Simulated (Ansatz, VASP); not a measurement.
## AgB2 in VASP and in Ansatz

The input INCAR:

```
SYSTEM = AgB2
PREC     = Accurate       ! precision mode
ENCUT    = 520            ! plane-wave cutoff, eV
EDIFF    = 1E-6           ! SCF threshold, eV
ISMEAR   = -1             ! smearing method
SIGMA    = 0.05           ! smearing width, eV
LREAL    = .False.        ! projectors in reciprocal space
LASPH    = .True.         ! aspherical terms in the spheres
NELM     = 100            ! most SCF steps
ALGO     = Normal         ! electronic algorithm
ISIF     = 2              ! what is computed and relaxed
LWAVE    = .False.        ! write WAVECAR
LCHARG   = .False.        ! write CHGCAR
GGA      = PS             ! functional
NBANDS   = 16             ! bands
```

The input KPOINTS:

```
Automatic mesh
0
Gamma
  16 16 13
  0 0 0
```

File POSCAR:

```
AgB2
1.0
    3.0099684966      0.0000000000      0.0000000000
   -1.5049842483      2.6067091827      0.0000000000
    0.0000000000      0.0000000000      3.2507641987
Ag B
1 2
Direct
    0.0000000000      0.0000000000      0.0000000000
    0.3333333333      0.6666666667      0.5000000000
    0.6666666667      0.3333333333      0.5000000000
```

Input for Ansatz:

```yaml
crystal:
  lattice:
    - [3.0099684966, 0.0, 0.0]
    - [-1.5049842483, 2.6067091827, 0.0]
    - [0.0, 0.0, 3.2507641987]
  atoms:
    - { symbol: Ag, position: [0.0, 0.0, 0.0] }
    - { symbol: B, position: [0.3333333333, 0.6666666667, 0.5] }
    - { symbol: B, position: [0.6666666667, 0.3333333333, 0.5] }
kpoints:
  mp_grid: { grid: [16, 16, 13] }
  band_path:
    path:
      - [0.0, 0.0, 0.0]
      - [0.5, 0.0, 0.0]
      - [0.3333333333, 0.3333333333, 0.0]
      - [0.0, 0.0, 0.0]
      - [0.0, 0.0, 0.5]
      - [0.5, 0.0, 0.5]
      - [0.3333333333, 0.3333333333, 0.5]
      - [0.0, 0.0, 0.5]
      - [0.5, 0.0, 0.5]
    npoints: 5
scf:
  occupations: { method: fermi_dirac, width: 0.05 }
hamiltonian:
  xc: pbesol
  pseudopotentials: { kind: all_electron, lapw: { basis_error: 0.001 } }
output:
  forces: true
  stress: true
  eigenvalues: true
```

Change from the starting cell: volume scaled by 1.01.

Alike in both runs: task single point; functional PBEsol; k mesh 16 × 16 × 13; occupations fermi-dirac, width 0.05 eV; no spin polarisation.

```csv
,VASP,Ansatz
version,VASP 6.6.1,Ansatz 0.2.0
potentials or method,"VASP PAW PBE potentials, release 64 (Ag, B), cutoff 520 eV","all-electron LAPW, scalar-relativistic"
```

Ansatz gave:

| Quantity | Value |
| --- | --- |
| pressure (GPa) | 43.2 |
| traceless stress, the component that is largest in VASP (GPa) | 20.94 |

Problem. Which values does VASP return?

Solution. Pressure (GPa): 43.3; traceless stress, the component that is largest in VASP (GPa): 20.79.

VASP's potentials were made for PBE, not for PBEsol. Both programs put the cell under a high pressure, so it lies far from rest at this level. Ansatz ran all-electron here, and VASP with PAW potentials.
